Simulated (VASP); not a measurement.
Here is a VASP 6.6.1 calculation.

Contents of INCAR:

```
PREC = Accurate
ENCUT = 520
EDIFF = 1E-6
ISMEAR = -1
SIGMA = 0.1
LREAL = F
LASPH = T
NELM = 80
ALGO = Normal
ISIF = 2
LWAVE = F
LCHARG = F
GGA = PE
NBANDS = 30
```

Contents of KPOINTS:

```
Automatic mesh
0
Gamma
  10 10 3
```

File POSCAR:

```
Y
1.0
    3.6077339075      0.0000000000      0.0000000000
   -1.8038669538      3.1243892140      0.0000000000
    0.0000000000      0.0000000000     11.5767159892
Y
4
Direct
    0.0000000000      0.0000000000      0.0000000000
    0.0000000000      0.0000000000      0.5000000000
    0.3333333333      0.6666666667      0.2500000000
    0.6666666667      0.3333333333      0.7500000000
```

Potentials or basis: VASP PAW PBE potentials, release 64 (Y_sv).

The run is started by

```bash
$ cat potpaw_PBE.64/Y_sv/POTCAR > POTCAR
$ mpirun -np 1 vasp_std > vasp.out
```

Task: Predict the band gap on the k mesh.

Result: Zero (bands 22 and 23 overlap by 1.09 eV).

Task: Estimate the pressure.

Result: -0.1 GPa.
